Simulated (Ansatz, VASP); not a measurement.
**AlNi: VASP beside Ansatz**

```
Al Ni
1.0
     2.82041    0.00000    0.00000
     0.00000    2.82041    0.00000
     0.00000    0.00000    2.82041
Al Ni
1 1
Direct
  0.00000 0.00000 0.00000
  0.50000 0.50000 0.50000
```

Change from the starting cell: mode 6 frozen in at +0.000 Å, equal normal strain along x, y and z -0.0250.

Alike in both runs: task single point; functional PBE; k mesh 16 × 16 × 16; occupations gaussian, width 0.15 eV; no spin polarisation.

```csv
,VASP,Ansatz
version,VASP 6.6.1,Ansatz 0.2.0
potentials or method,"VASP PAW PBE potentials, release 64 (Al, Ni), cutoff 520 eV","scalar-relativistic, plane waves, PAW"
valence electrons in the cell,13,21
```

```tsv
	VASP	Ansatz	Ansatz less VASP
gap on the k mesh at the Fermi level (eV)	none	none	-
pressure (GPa)	14.3	14.3	-0.07
```

A gap of «none» marks a metal or a gap that the smearing closes. VASP's potentials hold 13 valence electrons a cell and Ansatz's 21, so a difference there can come from the potentials and not from the codes.
